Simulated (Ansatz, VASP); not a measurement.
Two plane-wave programs on AlN

File POSCAR:

```
AlN
1.0
    3.1066937604      0.0000000000      0.0000000000
   -1.5533468802      2.6904757183      0.0000000000
    0.0000000000      0.0000000000      4.9785915490
Al N
2 2
Direct
    0.3333333333      0.6666666667     -0.0032954727
    0.6666666667      0.3333333333      0.4967045273
    0.3333333333      0.6666666667      0.3782954727
    0.6666666667      0.3333333333      0.8782954727
```

Contents of INCAR.step1:

```
PREC = Accurate
ENCUT = 520
ISMEAR = 0
SIGMA = 0.01
LREAL = False
LASPH = True
NELM = 60
NBANDS = 16
GGA = PE
ALGO = Normal
EDIFF = 1E-4
LWAVE = True
LCHARG = False
```

File INCAR.step2:

```
PREC = Accurate
ENCUT = 520
EDIFF = 1E-6
ISMEAR = 0
SIGMA = 0.01
LREAL = False
LASPH = True
NELM = 60
ALGO = Normal
ISIF = 2
LWAVE = False
LCHARG = True
METAGGA = R2SCAN
LMIXTAU = True
LELF = True
LVHAR = True
NBANDS = 16
ISTART = 1
```

KPOINTS

```
Automatic mesh
0
Gamma
  12 12 6
```

Input for Ansatz:

```yaml
crystal:
  lattice:
    - [3.1066937604, 0.0, 0.0]
    - [-1.5533468802, 2.6904757183, 0.0]
    - [0.0, 0.0, 4.978591549]
  atoms:
    - { symbol: Al, position: [0.3333333333, 0.6666666667, -0.0032954727] }
    - { symbol: Al, position: [0.6666666667, 0.3333333333, 0.4967045273] }
    - { symbol: "N", position: [0.3333333333, 0.6666666667, 0.3782954727] }
    - { symbol: "N", position: [0.6666666667, 0.3333333333, 0.8782954727] }
kpoints:
  mp_grid: { grid: [12, 12, 6] }
  band_path:
    path:
      - [0.0, 0.0, 0.0]
      - [0.5, 0.0, 0.0]
      - [0.3333333333, 0.3333333333, 0.0]
      - [0.0, 0.0, 0.5]
      - [0.5, 0.0, 0.5]
      - [0.3333333333, 0.3333333333, 0.5]
    npoints: 1
hamiltonian:
  xc: r2scan
scf:
  occupations: { method: fixed }
  n_extra_bands: 5
output:
  forces: true
  stress: true
  eigenvalues: true
```

Alike in both runs: task single point; functional r2SCAN; k mesh 12 × 12 × 6; no spin polarisation.

|  | VASP | Ansatz |
| --- | --- | --- |
| version | VASP 6.6.1 | Ansatz 0.2.0 |
| potentials or method | VASP PAW PBE potentials, release 64 (Al, N) | plane waves, PAW |
| plane-wave cutoff (eV) | 520 | 500 |
| occupations | gaussian, width 0.01 eV | fixed |
| valence electrons in the cell | 16 | 16 |

VASP gave:

| Property | Result |
| --- | --- |
| gap on the k mesh at the Fermi level (eV) | 4.92 |
| pressure (GPa) | -0.4 |

Problem. What did Ansatz give for the same quantities?

Solution. gap on the k mesh at the Fermi level (eV): 4.88; pressure (GPa): 0.0.

VASP's potentials were made for PBE, not for r2SCAN.
